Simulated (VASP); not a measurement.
Wanted: the native input for a VASP 6.6.1 run.

| Item | Value |
| --- | --- |
| Task | single point |
| Functional | PBE |
| Potentials or basis | VASP PAW PBE potentials, release 64 (K_sv, S) |
| Cutoff | 500 eV |
| k mesh | 6 × 6 × 6 |
| Occupations | gaussian, width 0.02 eV |
| Spin | no spin polarisation |
| Dipole correction | no |
| Further INCAR settings | ALGO = Normal; EDIFF = 1e-06; NBANDS = 19 |

The structure of K2S lies in POSCAR:

```
K2S
1.0
    0.0000000000      3.7306299197      3.7306299197
    3.7306299197      0.0000000000      3.7306299197
    3.7306299197      3.7306299197      0.0000000000
K S
2 1
Direct
    0.2500000000      0.2500000000      0.2500000000
    0.7500000000      0.7500000000      0.7500000000
    0.0000000000      0.0000000000      0.0000000000
```

The input as run:

INCAR

```
SYSTEM = K2S
PREC     = Accurate       ! precision mode
ENCUT    = 500            ! plane-wave cutoff, eV
EDIFF    = 1E-6           ! SCF threshold, eV
ISMEAR   = 0              ! smearing method
SIGMA    = 0.02           ! smearing width, eV
LREAL    = .False.        ! projectors in reciprocal space
LASPH    = .True.         ! aspherical terms in the spheres
NELM     = 120            ! most SCF steps
ALGO     = Normal         ! electronic algorithm
ISIF     = 2              ! what is computed and relaxed
LWAVE    = .False.        ! write WAVECAR
LCHARG   = .False.        ! write CHGCAR
GGA      = PE             ! functional
NBANDS   = 19             ! bands
GGA_COMPAT= .False.
```

KPOINTS

```
regular mesh
0
Gamma
  6 6 6
  0 0 0
```

Potentials or basis: VASP PAW PBE potentials, release 64 (K_sv, S).

The run is started by

```console
$ cat potpaw_PBE.64/K_sv/POTCAR potpaw_PBE.64/S/POTCAR > POTCAR
$ mpirun -np 1 vasp_std > vasp.out
```

Results of the run:

The pressure is 0.0 GPa. The band gap on the k mesh is 2.32 eV, indirect (least direct gap 2.50 eV).

Run time: 25 s on 1 thread of Intel(R) Xeon(R) Platinum 8375C CPU @ 2.90GHz (Ice Lake), with other jobs on the host, peak memory 0.23 GiB.
